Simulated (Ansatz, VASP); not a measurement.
SnO2 in VASP and in Ansatz

```xyz
6
Lattice="-2.0649 2.0649 5.6053 2.0649 -2.0649 5.6053 2.0649 2.0649 -5.6053" Properties=species:S:1:pos:R:3 pbc="T T T"
Sn    0.0000    2.0649    2.8026
Sn    0.0000    0.0000    0.0000
O     0.0000    0.0000    9.0314
O     0.0000    2.0649    4.9818
O     0.0000    0.0000    2.1792
O     0.0000    2.0649    0.6235
```

Alike in both runs: functional PBEsol; k mesh 10 × 10 × 10; occupations gaussian, width 0.05 eV; no spin polarisation.

Ansatz relaxed the structure, and its values are those at the end. VASP's run is a single point on that final structure, the one shown.

```csv
,VASP,Ansatz
version,VASP 6.6.1,Ansatz 0.2.0
potentials or method,"VASP PAW PBE potentials, release 64 (Sn_d, O), cutoff 520 eV","scalar-relativistic, plane waves, PAW"
valence electrons in the cell,52,52
```

Ansatz gave:

```
gap on the k mesh at the Fermi level (eV) : 0.14
least direct gap on the mesh (eV)         : 0.29
pressure (GPa)                            : -16.4
rms of the force components (eV/Å)        : 0.001
```

Q: Estimate VASP's values.

A: gap on the k mesh at the Fermi level (eV): 0.14; least direct gap on the mesh (eV): 0.28; pressure (GPa): -16.0; rms of the force components (eV/Å): 0.007.

VASP's potentials were made for PBE, not for PBEsol, and Ansatz warns of the same on its side. The functional is the same, so the differences come from potentials, cutoffs and numerics. Ansatz's warnings: stress scf threshold loose.
